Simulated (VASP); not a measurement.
# C (P6_3/mmc) in VASP: single point with PBEsol

Aim: the single point of C with PBEsol.

Program: VASP 6.6.1. These are calculated values, not measurements. Logs are shortened: lines on timing, memory, paths and dates and some standing lists are left out, and cuts for length are marked.

## 1. The cell of the first run

Symmetry: P6_3/mmc, No. 194, hexagonal system. Conventional cell: a = 2.499 Å, b = 2.499 Å, c = 4.223 Å, α = 90.00°, β = 90.00°, γ = 120.00°. Within 2.0 Å of C (site symmetry 3m) lie 4 C at 1.54 to 1.58 Å.

## 2. Single point, PBEsol (strained cell)

INCAR reads:

```
PREC     = Accurate       # precision mode
ENCUT    = 1300           # plane-wave cutoff, eV
EDIFF    = 1E-6           # SCF threshold, eV
ISMEAR   = 0              # smearing method
SIGMA    = 0.02           # smearing width, eV
LREAL    = False          # projectors in reciprocal space
LASPH    = True           # aspherical terms in the spheres
NELM     = 120            # most SCF steps
ALGO     = Normal         # electronic algorithm
ISIF     = 2              # what is computed and relaxed
LWAVE    = False          # write WAVECAR
LCHARG   = False          # write CHGCAR
GGA      = PS             # functional
NBANDS   = 16             # bands
GGA_COMPAT= False
```

KPOINTS reads:

```
regular mesh
0
Gamma
  9 9 6
```

POSCAR reads:

```
C
1.0
    2.4994270181      0.0000000000      0.0000000000
   -1.2497135090      2.1645672926      0.0000000000
    0.0000000000      0.0000000000      4.2229976408
C
4
Direct
    0.3333333333      0.6666666667     -0.0002608640
    0.6666666667      0.3333333333      0.4997391360
    0.3333333333      0.6666666667      0.3742608640
    0.6666666667      0.3333333333      0.8742608640
```

Potentials or basis: VASP PAW PBE potentials, release 64 (C_h).

Command:

```console
> cat potpaw_PBE.64/C_h/POTCAR > POTCAR
> mpirun -np 1 vasp_std > vasp.out
```

OUTCAR:

```text
PREC = Accurate
   ENCUT = 1300
   EDIFF = 1E-6
   ISMEAR = 0
   LREAL = False
   LASPH = True
   NELM = 120
   ISIF = 2
   GGA = PS

 ion  position               nearest neighbor table
   1  0.333  0.667  1.000-
   2  0.667  0.333  0.500-
   3  0.333  0.667  0.374-
   4  0.667  0.333  0.874-

  LATTYP: Found a hexagonal cell.
 ALAT       =     2.4994270181
 C/A-ratio  =     1.6895862973

  Lattice vectors:

 A1 = (   2.4994270181,   0.0000000000,   0.0000000000)
 A2 = (  -1.2497135090,   2.1645672926,   0.0000000000)
 A3 = (   0.0000000000,   0.0000000000,   4.2229976408)

Analysis of symmetry for initial positions (statically):
=====================================================================
 Subroutine PRICEL returns:
 Original cell was already a primitive cell.

 Routine SETGRP: Setting up the symmetry group for a
 hexagonal supercell.

 Subroutine GETGRP returns: Found 24 space group operations
 (whereof  6 operations were pure point group operations)
 out of a pool of 24 trial point group operations.

The static configuration has the point symmetry C_3v.
 The point group associated with its full space group is D_6h.

Analysis of symmetry for dynamics (positions and initial velocities):
=====================================================================
 Subroutine PRICEL returns:
 Original cell was already a primitive cell.

 Routine SETGRP: Setting up the symmetry group for a
 hexagonal supercell.

 Subroutine GETGRP returns: Found 24 space group operations
 (whereof  6 operations were pure point group operations)
 out of a pool of 24 trial point group operations.

The dynamic configuration has the point symmetry C_3v.
 The point group associated with its full space group is D_6h.

 Subroutine INISYM returns: Found 24 space group operations
 (whereof  6 operations are pure point group operations),
 and found     1 'primitive' translations

----------------------------------------------------------------------------------------

                                     Primitive cell

  volume of cell :      22.8472

  direct lattice vectors                    reciprocal lattice vectors
     2.499427018  0.000000000  0.000000000     0.400091698  0.230993050  0.000000000
    -1.249713509  2.164567293  0.000000000     0.000000000  0.461986099  0.000000000
     0.000000000  0.000000000  4.222997641     0.000000000  0.000000000  0.236798617

  length of vectors
     2.499427018  2.499427018  4.222997641     0.461986099  0.461986099  0.236798617
[... 83 lines left out ...]
   ENCUT  = 1300.0 eV  95.55 Ry    9.77 a.u.   7.35  7.35 12.42*2*pi/ulx,y,z
   NELM   =    120;   NELMIN=  2; NELMDL= -5     # of ELM steps
   EDIFF  = 0.1E-05   stopping-criterion for ELM
   LREAL  =      F    real-space projection
   EDIFFG = 0.1E-04   stopping-criterion for IOM
   NSW    =      0    number of steps for IOM
   IBRION =     -1    ionic relax: 0-MD 1-quasi-New 2-CG
   NFREE  =      0    steps in history (QN), initial steepest desc. (CG)
   ISIF   =      2    stress and relaxation
   ISYM   =      2    0-nonsym 1-usesym 2-fastsym
   POTIM  = 0.5000    time-step for ionic-motion
   TEBEG  =    0.0;   TEEND  =   0.0 temperature during run
   PSTRESS=    0.0 pullay stress
   NELECT =      16.0000    total number of electrons
   NUPDOWN=      -1.0000    fix difference up-down
   EMIN   =  10.00;   EMAX   =-10.00  energy-range for DOS
   EFERMI =   0.00;   METHOD = LEGACY
   ISMEAR =     0;   SIGMA  =   0.02  broadening in eV -4-tet -1-fermi 0-gaus
   EFERMI_NEDOS =   21; number of points for ismear=-14 and -15
   IALGO  =     38    algorithm
   IMIX   =      4    mixing-type and parameters
     AMIX     =   0.40;   BMIX     =  1.00
     AMIX_MAG =   1.60;   BMIX_MAG =  1.00
  volume/ion in A,a.u.               =       5.71        38.55
  Fermi-wavevector in a.u.,A,eV,Ry     =   1.453798  2.747280 28.756298  2.113528
  Thomas-Fermi vector in A             =   2.571023
   LORBIT       =      0    0 simple, 1 ext, 2 COOP (PROOUT), +10 PAW based schemes
   GGA     = PS    functional components
   LHFCALC =     F    Hartree Fock is set to
   AEXX    =    0.0000 exact exchange contribution
   IVDW    =     0    specifies the selected vdW correction
   LEPSILON=     F    determine dielectric tensor
   LRPA    =     F    only Hartree local field effects (RPA)
 non-spin polarized calculation
 Gauss-broadening in eV      SIGMA  =   0.02
  energy-cutoff  :     1300.00
  volume of cell :       22.85
 maximum number of plane-waves:      2467
 NGX is ok and might be reduce to    30
   NGX = 15   NGY = 15   NGZ = 25

 number of electron      16.0000000 magnetization

 Free energy of the ion-electron system (eV)
  ---------------------------------------------------
  ext. energy  EPLUGINS =         0.00000000
  ---------------------------------------------------
  free energy    TOTEN  =       -38.43922083 eV

  energy without entropy =      -38.43922083  energy(sigma->0) =      -38.43922083

 E-fermi :  11.1823     XC(G=0): -13.5330

 val. band max:       11.0842803001   @ k =   0.0000   0.0000   0.0000
 cond. band min:      14.1801646242   @ k =   0.3333   0.3333   0.0000
 fundamental gap:      3.0958843240
 Fermi energy:        11.1822536830

 k-point     1 :       0.0000    0.0000    0.0000
  band No.  band energies     occupation
      1     -10.6408      2.00000
      2      -5.2654      2.00000
      3      -2.5873      2.00000
      4       8.1665      2.00000
      5       8.1665      2.00000
      6      10.6008      2.00000
[... 433 lines left out ...]
      3       0.1445      2.00000
      4       0.5456      2.00000
      5       0.5456      2.00000
      6       3.4920      2.00000
[... 8 lines left out ...]
     15      26.6271      0.00000
     16      26.6271      0.00000

 [... further k-points ...]
[... 5 lines left out ...]
  --------------------------------------------------------------------------------------
  -------------------------------------------------------------------------------------
  Total       -0.0590388     -0.0590388     -2.6788661     -0.0000000     -0.0000000      0.0000000
  in kB       -4.1401498     -4.1401498   -187.8577877     -0.0000000     -0.0000000      0.0000000
  external PRESSURE =     -65.3793625 kB  Pullay stress =       0.0000000 kB

 VOLUME and BASIS-vectors are now :
 -----------------------------------------------------------------------------
  energy-cutoff  :     1300.00
  volume of cell :       22.85
      direct lattice vectors                 reciprocal lattice vectors
     2.499427018  0.000000000  0.000000000     0.400091698  0.230993050  0.000000000
    -1.249713509  2.164567293  0.000000000     0.000000000  0.461986099  0.000000000
     0.000000000  0.000000000  4.222997641     0.000000000  0.000000000  0.236798617

 POSITION                                       TOTAL-FORCE (eV/Angst)
 -----------------------------------------------------------------------------------
     -0.00000      1.44304      4.22190        -0.000000      0.000000      0.001613
      1.24971      0.72152      2.11040         0.000000     -0.000000      0.001613
     -0.00000      1.44304      1.58050        -0.000000      0.000000     -0.001613
      1.24971      0.72152      3.69200         0.000000     -0.000000     -0.001613
 -----------------------------------------------------------------------------------
    total drift:                               -0.000000      0.000000      0.000001

  FREE ENERGIE OF THE ION-ELECTRON SYSTEM (eV)
  ---------------------------------------------------
  free  energy   TOTEN  =       -38.4392208293 eV

  energy  without entropy=      -38.4392208293  energy(sigma->0) =      -38.43922083
```

stdout:

```text
POSCAR found type information on POSCAR C
 POSCAR found :  1 types and       4 ions
 scaLAPACK will be used
 -----------------------------------------------------------------------------
|                                                                             |
|                                                                             |
|     You enforced a specific xc type in the INCAR file but a different       |
|     I HOPE YOU KNOW WHAT YOU ARE DOING!                                     |
|                                                                             |
 -----------------------------------------------------------------------------

 LDA part: xc-table for (Slater+PW92), standard interpolation
 POSCAR, INCAR and KPOINTS ok, starting setup
 FFT: planning ... GRIDC
 FFT: planning ... GRID_SOFT
 FFT: planning ... GRID
 WAVECAR not read
 entering main loop
```

It took 74 s on 1 thread of Intel Xeon Platinum 8259CL at 2.50GHz (Skylake/Cascade Lake), shared host; peak memory 0.21 GiB.

What came out:

- Free energy: -38.4392 eV
- Pressure: -6.5 GPa
- Band gap on the k mesh: 3.10 eV (least direct gap 4.87 eV)

Stress tensor (GPa, compression positive):
```
 -0.41   0.00   0.00
  0.00  -0.41   0.00
  0.00   0.00 -18.79
```

Levels at points of the mesh, in eV from the valence-band top:
| k point | band 6 | band 7 | band 8 | band 9 | band 10 | band 11 |
| --- | --- | --- | --- | --- | --- | --- |
| (0.00, 0.00, 0.00) | -0.48 | 0.00 | 0.00 | 4.87 | 5.09 | 5.09 |
| (0.00, 0.00, 0.50) | -1.74 | -1.74 | -1.74 | 7.27 | 7.27 | 7.27 |

Caveat: the cell differs from its parent crystal (strained cell); the stress differs along the axes, from -19 to -0 GPa; the PAW data sets were made with another functional, which shifts forces and pressure a little. A k mesh can miss the band edges.
